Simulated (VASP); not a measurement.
# V (P6_3/mmc) in VASP: a series of runs, part 3 of 3

VASP 6.6.1.

### 4 Single point, PBEsol, collinear spin, ferromagnetic start

This run uses another cell than the first one, of 13.32 Å³/atom.

INCAR reads:

```
PREC     = Accurate       # precision mode
ENCUT    = 520            # plane-wave cutoff, eV
EDIFF    = 1E-6           # SCF threshold, eV
ISMEAR   = -1             # smearing method
SIGMA    = 0.05           # smearing width, eV
LREAL    = F              # projectors in reciprocal space
LASPH    = T              # aspherical terms in the spheres
NELM     = 150            # most SCF steps
ALGO     = Fast           # electronic algorithm
ISIF     = 2              # what is computed and relaxed
LWAVE    = F              # write WAVECAR
LCHARG   = T              # write CHGCAR
ISPIN    = 2              # spin polarisation
MAGMOM   = 2 2            # initial moments
LORBIT   = 11             # projections on sites
LMAXMIX  = 4              # l up to which the mixer works
GGA      = PS             # functional
LELF     = T              # ELF
LVHAR    = T            
NBANDS   = 24             # bands
```

KPOINTS reads:

```
regular mesh
0
Gamma
  12 12 6
```

POSCAR reads:

```
V
1.0
    2.5690966245      0.0000000000      0.0000000000
   -1.2845483122      2.2249029415      0.0000000000
    0.0000000000      0.0000000000      4.6594993097
V
2
Direct
    0.3333333333      0.6666666667      0.2500000000
    0.6666666667      0.3333333333      0.7500000000
```

Potentials or basis: VASP PAW PBE potentials, release 64 (V_sv).

Command:

```bash
$ cat potpaw_PBE.64/V_sv/POTCAR > POTCAR
$ mpirun -np 1 vasp_std > vasp.out
```

It took 2.6 min on 1 thread of Intel Xeon 8259CL, shared host; peak memory 0.19 GiB.

The run converged. Its results:

```
Free energy                                           : -18.7530 eV
Pressure                                              : 0.1 GPa
Band gap on the k mesh                                : zero (filled and empty bands overlap)
Net moment                                            : 0.00 μB per cell
Valence electrons inside the program's atomic spheres : V 11.70
```

Stress tensor (GPa, compression positive):
```
 0.14  0.00  0.00
 0.00  0.14  0.00
 0.00  0.00 -0.08
```

Levels at points of the mesh, in eV from the Fermi level:
Spin up:
| k point | band 10 | band 11 | band 12 | band 13 | band 14 | band 15 | band 16 | band 17 |
| --- | --- | --- | --- | --- | --- | --- | --- | --- |
| (0.00, 0.00, 0.00) | -3.54 | -0.62 | -0.16 | 0.33 | 0.33 | 0.67 | 0.67 | 1.91 |
| (0.50, 0.00, 0.00) | -2.96 | -2.88 | -0.40 | -0.13 | 0.33 | 0.62 | 3.11 | 3.72 |
| (0.00, 0.00, 0.50) | -5.14 | -1.07 | -1.07 | 0.37 | 0.37 | 0.37 | 0.37 | 2.63 |
| (0.50, 0.00, 0.50) | -3.41 | -1.91 | -1.91 | 1.72 | 1.72 | 1.74 | 1.74 | 3.78 |
Spin down:
| k point | band 10 | band 11 | band 12 | band 13 | band 14 | band 15 | band 16 | band 17 |
| --- | --- | --- | --- | --- | --- | --- | --- | --- |
| (0.00, 0.00, 0.00) | -3.54 | -0.62 | -0.16 | 0.33 | 0.33 | 0.67 | 0.67 | 1.91 |
| (0.50, 0.00, 0.00) | -2.96 | -2.88 | -0.40 | -0.13 | 0.33 | 0.62 | 3.11 | 3.72 |
| (0.00, 0.00, 0.50) | -5.14 | -1.07 | -1.07 | 0.37 | 0.37 | 0.37 | 0.37 | 2.63 |
| (0.50, 0.00, 0.50) | -3.41 | -1.91 | -1.91 | 1.72 | 1.72 | 1.74 | 1.74 | 3.78 |

Caveat: the PAW data sets were made with another functional, which shifts forces and pressure a little.

### 5 Single point, PBEsol, collinear spin, ferromagnetic start

This run uses another cell than the first one, of 14.43 Å³/atom.

INCAR reads:

```
PREC = Accurate
ENCUT = 520
EDIFF = 1E-7
ISMEAR = -1
SIGMA = 0.05
LREAL = F
LASPH = T
NELM = 150
ALGO = Fast
ISIF = 2
LWAVE = F
LCHARG = F
ISPIN = 2
MAGMOM = 2 2
LORBIT = 11
LMAXMIX = 4
GGA = PS
NBANDS = 24
```

KPOINTS is that of step 4.

POSCAR reads:

```
V
1.0
    2.6385650605      0.0000000000      0.0000000000
   -1.3192825302      2.2850643718      0.0000000000
    0.0000000000      0.0000000000      4.7854922858
V
2
Direct
    0.3333333333      0.6666666667      0.2500000000
    0.6666666667      0.3333333333      0.7500000000
```

Potentials or basis: VASP PAW PBE potentials, release 64 (V_sv).

Command:

```bash
$ cat potpaw_PBE.64/V_sv/POTCAR > POTCAR
$ mpirun -np 1 vasp_std > vasp.out
```

OUTCAR:

```text
PREC = Accurate
   ENCUT = 520
   EDIFF = 1E-7
   ISMEAR = -1
   LREAL = F
   LASPH = T
   NELM = 150
   ISIF = 2
   ISPIN = 2
   LORBIT = 11
   GGA = PS

 ion  position               nearest neighbor table
   1  0.333  0.667  0.250-   2 2.84   2 2.84   2 2.84   2 2.84   2 2.84   2 2.84
   2  0.667  0.333  0.750-   1 2.84   1 2.84   1 2.84   1 2.84   1 2.84   1 2.84

  LATTYP: Found a hexagonal cell.
 ALAT       =     2.6385650605
 C/A-ratio  =     1.8136722711

  Lattice vectors:

 A1 = (   2.6385650605,   0.0000000000,   0.0000000000)
[... 1516 lines left out ...]
  external PRESSURE =    -127.8409564 kB  Pullay stress =       0.0000000 kB

 VOLUME and BASIS-vectors are now :
 -----------------------------------------------------------------------------
  energy-cutoff  :      520.00
  volume of cell :       28.85
      direct lattice vectors                 reciprocal lattice vectors
     2.638565060  0.000000000  0.000000000     0.378993876  0.218812216  0.000000000
    -1.319282530  2.285064372  0.000000000     0.000000000  0.437624433  0.000000000
     0.000000000  0.000000000  4.785492286     0.000000000  0.000000000  0.208964917

 POSITION                                       TOTAL-FORCE (eV/Angst)
 -----------------------------------------------------------------------------------
     -0.00000      1.52338      1.19637         0.000000     -0.000000      0.000000
      1.31928      0.76169      3.58912        -0.000000      0.000000      0.000000
 -----------------------------------------------------------------------------------
    total drift:                               -0.000000      0.000000     -0.000000

  FREE ENERGIE OF THE ION-ELECTRON SYSTEM (eV)
  ---------------------------------------------------
  free  energy   TOTEN  =       -18.6593848662 eV

  energy  without entropy=      -18.6311675353  energy(sigma->0) =      -18.64527620

 total charge

# of ion       s       p       d       tot
------------------------------------------
    1        2.334   6.198   3.039  11.571
    2        2.334   6.198   3.039  11.571
--------------------------------------------------
tot          4.668  12.396   6.079  23.142

 magnetization (x)

# of ion       s       p       d       tot
------------------------------------------
    1       -0.000  -0.000  -0.000  -0.000
    2       -0.000  -0.000  -0.000  -0.000
--------------------------------------------------
tot         -0.000  -0.000  -0.000  -0.000
```

OSZICAR:

```text
N       E                     dE             d eps       ncg     rms          rms(c)
DAV:   1     0.317229719559E+03    0.31723E+03   -0.15641E+04  7296   0.126E+03
DAV:   2    -0.122573921803E+02   -0.32949E+03   -0.32006E+03  7464   0.419E+02
DAV:   3    -0.207122354150E+02   -0.84548E+01   -0.84229E+01  8632   0.798E+01
DAV:   4    -0.207683074343E+02   -0.56072E-01   -0.56070E-01  7984   0.691E+00
DAV:   5    -0.207691032162E+02   -0.79578E-03   -0.79578E-03  8648   0.756E-01    0.261E+01
RMM:   6    -0.183936021876E+02    0.23755E+01   -0.69457E+00  7546   0.210E+01    0.397E+00
RMM:   7    -0.186086814994E+02   -0.21508E+00   -0.40680E-01  7818   0.491E+00    0.382E+00
RMM:   8    -0.186333646370E+02   -0.24683E-01   -0.29104E-02  8058   0.157E+00    0.146E+00
RMM:   9    -0.186467469459E+02   -0.13382E-01   -0.54414E-03  8246   0.753E-01    0.830E-01
RMM:  10    -0.186587754949E+02   -0.12029E-01   -0.51092E-03  7795   0.616E-01    0.166E-01
RMM:  11    -0.186592565655E+02   -0.48107E-03   -0.54485E-04  8007   0.223E-01    0.769E-02
RMM:  12    -0.186593677446E+02   -0.11118E-03   -0.11443E-04  8206   0.107E-01    0.277E-02
RMM:  13    -0.186593831619E+02   -0.15417E-04   -0.23460E-05  8176   0.483E-02    0.116E-02
RMM:  14    -0.186593849175E+02   -0.17556E-05   -0.41894E-06  8335   0.211E-02    0.388E-03
RMM:  15    -0.186593848662E+02    0.51337E-07   -0.78230E-07  6673   0.889E-03
   1 F= -.18659385E+02 E0= -.18645276E+02  d E =-.282173E-01  mag=    -0.0002
```

Wall time 2.5 min (1 thread of Intel Xeon 8259CL, shared host); peak memory 0.2 GiB.

What came out:

```yaml
Free_energy: -18.6594 eV
Pressure: -12.8 GPa
Band_gap_on_the_k_mesh: zero (filled and empty bands overlap)
Net_moment: 0.00 μB per cell
Valence_electrons_inside_the_program's_atomic_spheres: V 11.57
```

Caveat: the cell stands under tension; the PAW data sets were made with another functional, which shifts forces and pressure a little.

### 6 The runs side by side

| level | potentials or basis | cell | gap on the mesh (eV) | pressure (GPa) | moment (μB) |
| --- | --- | --- | --- | --- | --- |
| PBEsol | VASP PAW PBE potentials, release 64 (V_sv) | a = 2.622, b = 2.622, c = 4.755 Å, angles 90.0, 90.0, 120.0°, 2 atoms | none | -10.1 | 0.00 |
| LDA | VASP PAW LDA potentials, release 64 (V_sv) | a = 2.639, b = 2.639, c = 4.785 Å, angles 90.0, 90.0, 120.0°, 2 atoms | none | -17.9 | 0.00 |
| PBEsol | VASP PAW PBE potentials, release 64 (V_sv) | a = 2.569, b = 2.569, c = 4.659 Å, angles 90.0, 90.0, 120.0°, 2 atoms | none | 0.1 | 0.00 |
| PBEsol | VASP PAW PBE potentials, release 64 (V_sv) | a = 2.639, b = 2.639, c = 4.785 Å, angles 90.0, 90.0, 120.0°, 2 atoms | none | -12.8 | 0.00 |

Alike in all rows: task single point; spin collinear, ferromagnetic start; k mesh 12 × 12 × 6; cutoff (eV) 520; smearing fermi-dirac 0.05 eV.

Caveats: the cell stands under tension (at least some runs); the PAW data sets were made with another functional, which shifts forces and pressure a little (at least some runs).

Total energies depend on the potentials used, so only differences within one code and one set of settings carry meaning.
